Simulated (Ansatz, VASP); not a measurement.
**One calculation of AlC, two programs**

Contents of INCAR:

```
SYSTEM = AlC
  PREC = Accurate
  ENCUT = 600
  EDIFF = 1E-6
  ISMEAR = 0
  SIGMA = 0.1
  LREAL = .FALSE.
  LASPH = .TRUE.
  NELM = 200
  ALGO = Normal
  ISIF = 2
  LWAVE = .FALSE.
  LCHARG = .FALSE.
  ISPIN = 2
  MAGMOM = 0 0 1 1
  LORBIT = 11
  GGA = PE
  NBANDS = 19
  GGA_COMPAT = .FALSE.
```

Contents of KPOINTS:

```
Automatic mesh
0
G
  6 6 2
  0 0 0
```

POSCAR

```
AlC
1.0
    2.7181084100      0.0000000000      0.0000000000
    0.0000000000      2.7181084100      0.0000000000
    0.0000000000      0.0000000000      7.6126025500
Al C
2 2
Direct
    0.0000000000      0.5000000000      0.8834880000
    0.5000000000      0.0000000000      0.1165120000
    0.0000000000      0.5000000000      0.3732514100
    0.5000000000      0.0000000000      0.6267485900
```

Input for Ansatz:

```yaml
crystal:
  lattice:
    - [2.71810841, 0.0, 0.0]
    - [0.0, 2.71810841, 0.0]
    - [0.0, 0.0, 7.61260255]
  atoms:
    - { symbol: Al, position: [0.0, 0.5, 0.883488] }
    - { symbol: Al, position: [0.5, 0.0, 0.116512] }
    - { symbol: C, position: [0.0, 0.5, 0.37325141], spin: 1.0 }
    - { symbol: C, position: [0.5, 0.0, 0.62674859], spin: 1.0 }
basis:
  ecutwfc: 420
kpoints:
  mp_grid: { grid: [6, 6, 2] }
hamiltonian:
  xc: pbe
scf:
  occupations: { method: gaussian, width: 0.1 }
  lower_state_search: "off"
output:
  forces: true
  stress: true
  eigenvalues: true
  populations: true
magnetization:
  spin_polarized: true
```

Change from the starting cell: species swapped into the TiAg type (P4/nmm, No. 129).

Alike in both runs: task single point; functional PBE; k mesh 6 × 6 × 2; occupations gaussian, width 0.1 eV; collinear spin.

|  | VASP | Ansatz |
| --- | --- | --- |
| version | VASP 6.6.1 | Ansatz 0.2.0 |
| potentials or method | VASP PAW PBE potentials, release 64 (Al, C), cutoff 600 eV | scalar-relativistic, plane waves, PAW |
| valence electrons in the cell | 14 | 14 |

```csv
,VASP,Ansatz,Ansatz less VASP
gap on the k mesh at the Fermi level (eV),none,none,-
pressure (GPa),-10.6,-10.6,+0.05
"traceless stress, the component that is largest in VASP (GPa)",-6.26,-6.25,+0.012
rms of the force components (eV/Å),1.128,1.129,+0.0011
net moment per atom (μB),0.00,0.00,0.000
```

Atom by atom the forces differ by 0.001 eV/Å (rms over components). A gap of «none» marks a metal or a gap that the smearing closes. With one functional, cell and mesh, what is left measures potentials, basis and numerics. Ansatz's warnings: seeded moment not kept.

The k mesh is coarse, so the values compare programs but aren't converged.
